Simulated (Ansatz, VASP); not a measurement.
Au: VASP beside Ansatz

INCAR

```
SYSTEM = Au
ALGO = Fast
EDIFF = 1E-6
ENCUT = 520
GGA = PE
ISIF = 2
ISMEAR = 0
LASPH = .TRUE.
LCHARG = .FALSE.
LREAL = .FALSE.
LWAVE = .FALSE.
NBANDS = 18
NELM = 60
PREC = Accurate
SIGMA = 0.15
```

Contents of KPOINTS:

```
k-points
0
G
  18 18 10
  0 0 0
```

The input POSCAR:

```
Au
1.0
    2.8999984104      0.0000000000      0.0000000000
   -1.4499992052      2.5114722944      0.0000000000
    0.0000000000      0.0000000000      4.8800000000
Au
2
Direct
    0.3717938741      0.6948217366      0.7295081967
    0.6666666667      0.3333333333      0.2500000000
```

Input for Ansatz:

```yaml
crystal:
  lattice:
    - [2.8999984104, 0.0, 0.0]
    - [-1.4499992052, 2.5114722944, 0.0]
    - [0.0, 0.0, 4.88]
  atoms:
    - { symbol: Au, position: [0.3717938741, 0.6948217366, 0.7295081967] }
    - { symbol: Au, position: [0.6666666667, 0.3333333333, 0.25] }
basis:
  ecutwfc: 420
kpoints:
  mp_grid: { grid: [18, 18, 10] }
hamiltonian:
  xc: pbe
scf:
  occupations: { method: gaussian, width: 0.15 }
output:
  forces: true
  stress: true
  eigenvalues: true
```

Alike in both runs: task single point; functional PBE; k mesh 18 × 18 × 10; occupations gaussian, width 0.15 eV; no spin polarisation.

|  | VASP | Ansatz |
| --- | --- | --- |
| version | VASP 6.6.1 | Ansatz 0.2.0 |
| potentials or method | VASP PAW PBE potentials, release 64 (Au), cutoff 520 eV | scalar-relativistic, plane waves, PAW |
| valence electrons in the cell | 22 | 38 |

VASP gave:

| Property | Result |
| --- | --- |
| gap on the k mesh at the Fermi level (eV) | none |
| pressure (GPa) | 2.6 |
| traceless stress, the component that is largest in VASP (GPa) | -0.35 |
| rms of the force components (eV/Å) | 0.395 |

Problem. Which values does Ansatz return?

Solution. gap on the k mesh at the Fermi level (eV): none; pressure (GPa): 2.8; traceless stress, the component that is largest in VASP (GPa): -0.36; rms of the force components (eV/Å): 0.398.

Atom by atom the forces differ by 0.003 eV/Å (rms over components). A gap of «none» marks a metal or a gap that the smearing closes. The functional is the same, so the differences come from potentials, cutoffs and numerics. VASP's potentials hold 22 valence electrons a cell and Ansatz's 38, so a difference there can come from the potentials and not from the codes.

Neither program's run includes spin-orbit coupling.
